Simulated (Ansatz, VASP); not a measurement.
**KTaO3: VASP beside Ansatz**

```
CELL_PARAMETERS angstrom
3.94842 0.00000 0.00000
0.00000 3.94842 0.00000
0.00000 0.00000 3.98830
ATOMIC_POSITIONS crystal
K 0.50000 0.50000 0.50000
Ta 0.00000 0.00000 0.00000
O 0.50000 0.00000 0.00000
O 0.00000 0.50000 0.00000
O 0.00000 0.00000 0.50000
```

Change from the starting cell: equal xx and yy strain of -1 %.

Alike in both runs: task single point; functional LDA; k mesh 5 × 5 × 5; occupations fermi-dirac, width 0.01 eV; no spin polarisation.

|  | VASP | Ansatz |
| --- | --- | --- |
| version | VASP 6.6.1 | Ansatz 0.2.0 |
| potentials or method | VASP PAW LDA potentials, release 64 (K_sv, Ta_pv, O), cutoff 520 eV | all-electron LAPW, scalar-relativistic |

```csv
,VASP,Ansatz,Ansatz less VASP
gap on the k mesh at the Fermi level (eV),2.17,2.23,+0.058
pressure (GPa),-0.2,-1.5,-1.24
"traceless stress, the component that is largest in VASP (GPa)",-2.68,-2.61,+0.066
```

LDA's correlation is that of Perdew and Zunger in VASP and of Perdew and Wang (1992) in Ansatz. Ansatz ran all-electron here, and VASP with PAW potentials.

Neither program's run includes spin-orbit coupling.
